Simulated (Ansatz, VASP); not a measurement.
**BP: VASP beside Ansatz**

File POSCAR:

```
BP
1.0
    0.0000000000      2.2690000000      2.2690000000
    2.2690000000      0.0000000000      2.2690000000
    2.2690000000      2.2690000000      0.0000000000
P B
1 1
Direct
    0.7500000000      0.7500000000      0.7500000000
    0.0000000000      0.0000000000      0.0000000000
```

Contents of INCAR.step1:

```
SYSTEM = BP
ALGO = Normal
EDIFF = 1E-5
ENCUT = 520
GGA = PE
ISIF = 2
ISMEAR = -1
LASPH = .TRUE.
LCHARG = .FALSE.
LREAL = .FALSE.
LWAVE = .TRUE.
NBANDS = 11
NELM = 60
PREC = Accurate
SIGMA = 0.05
```

The input INCAR.step2:

```
SYSTEM = BP
AEXX = 0.2
AGGAC = 0.81
AGGAX = 0.72
ALDAC = 0.19
ALGO = Normal
EDIFF = 1E-6
ENCUT = 520
GGA = B3
ISIF = 2
ISMEAR = -1
ISTART = 1
LASPH = .TRUE.
LCHARG = .FALSE.
LHFCALC = .TRUE.
LREAL = .FALSE.
LWAVE = .FALSE.
NBANDS = 11
NELM = 60
PREC = Accurate
PRECFOCK = Normal
SIGMA = 0.05
```

File KPOINTS:

```
k-points
0
G
  5 5 5
  0 0 0
```

The input input.yaml:

```yaml
crystal:
  lattice:
    - [0.0, 2.269, 2.269]
    - [2.269, 0.0, 2.269]
    - [2.269, 2.269, 0.0]
  atoms:
    - { symbol: P, position: [0.75, 0.75, 0.75] }
    - { symbol: B, position: [0.0, 0.0, 0.0] }
hamiltonian:
  xc: b3lyp
  pseudopotentials: { kind: paw }
kpoints:
  mp_grid: { grid: [5, 5, 5] }
  band_path:
    path:
      - [[0.0, 0.0, 0.0], [0.5, 0.0, 0.5], [0.5, 0.25, 0.75], [0.375, 0.375, 0.75], [0.0, 0.0, 0.0], [0.5, 0.5, 0.5], [0.625, 0.25, 0.625], [0.5, 0.25, 0.75], [0.5, 0.5, 0.5], [0.375, 0.375, 0.75]]
      - [[0.625, 0.25, 0.625], [0.5, 0.0, 0.5]]
    npoints: 4
scf:
  occupations: { method: fermi_dirac, width: 0.05 }
  n_extra_bands: 6
output:
  forces: true
  stress: true
  eigenvalues: true
  fatbands: false
  write_density: true
  write_potential: true
  elf: true
  volumetric_format: npy
```

Alike in both runs: functional B3LYP; k mesh 5 × 5 × 5; occupations fermi-dirac, width 0.05 eV; no spin polarisation.

|  | VASP | Ansatz |
| --- | --- | --- |
| version | VASP 6.6.1 | Ansatz 0.2.0 |
| potentials or method | VASP PAW PBE potentials, release 64 (P, B) | Ansatz PAW |
| plane-wave cutoff (eV) | 520 | 420 |
| valence electrons in the cell | 8 | 8 |
| task | single point | band structure |

```tsv
	VASP	Ansatz	Ansatz less VASP
gap on the k mesh at the Fermi level (eV)	2.74	2.68	-0.056
least direct gap on the mesh (eV)	4.94	4.88	-0.064
pressure (GPa)	2.5	2.9	+0.45
```

VASP's potentials were made for PBE, not for B3LYP.

The k mesh is coarse, so the values compare programs but aren't converged.
